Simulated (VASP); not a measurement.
Write the native input for VASP 6.6.1 that does the following.

| Property | Result |
| --- | --- |
| Task | relaxation of shape and atoms at fixed volume |
| Functional | PBE |
| Potentials or basis | VASP PAW PBE potentials, release 64 (Hg) |
| Cutoff | 600 eV |
| k mesh | 7 × 7 × 10 |
| Occupations | fermi-dirac, width 0.05 eV |
| Spin | no spin polarisation |
| Dipole correction | no |
| Further INCAR settings | ALGO = Normal; EDIFF = 1e-07; IBRION = 2; EDIFFG = -0.005; NSW = 50; ISIF = 4 |

The structure of Hg lies in POSCAR:

```
Hg
1.0
    4.7045663453      0.0000000000      0.0000000000
   -2.3522831726      4.0742739688      0.0000000000
    0.0000000000      0.0000000000      2.7676602784
Hg
3
Direct
    0.0000000000      0.0000000000      0.0000000000
    0.3333333333      0.6666666667      0.5000000000
    0.6666666667      0.3333333333      0.5000000000
```

One way to write it, as run:

INCAR

```
ALGO = Normal
EDIFF = 1E-7
EDIFFG = -0.005
ENCUT = 600
GGA = PE
IBRION = 2
ISIF = 4
ISMEAR = -1
LASPH = True
LCHARG = False
LREAL = False
LWAVE = False
NELM = 60
NSW = 50
PREC = Accurate
SIGMA = 0.05
```

KPOINTS

```
k-points
0
Gamma
  7 7 10
```

Potentials or basis: VASP PAW PBE potentials, release 64 (Hg).

Launch:

```console
$ cat potpaw_PBE.64/Hg/POTCAR > POTCAR
$ mpirun -np 1 vasp_std > vasp.out
```

It gave:

```json
{"Energy gained by relaxing": "1.4 meV/atom", "Ionic steps": "3", "Pressure after relaxing": "43.2 GPa", "Band gap on the k mesh": "zero (bands 18 and 19 overlap by 4.66 eV)"}
```

Caveat: spin-orbit coupling is left out, which moves the levels of the heavy elements.

Wall time 2.5 min on 1 thread of Intel Xeon 8259CL, on a shared host, peak memory 0.22 GiB.
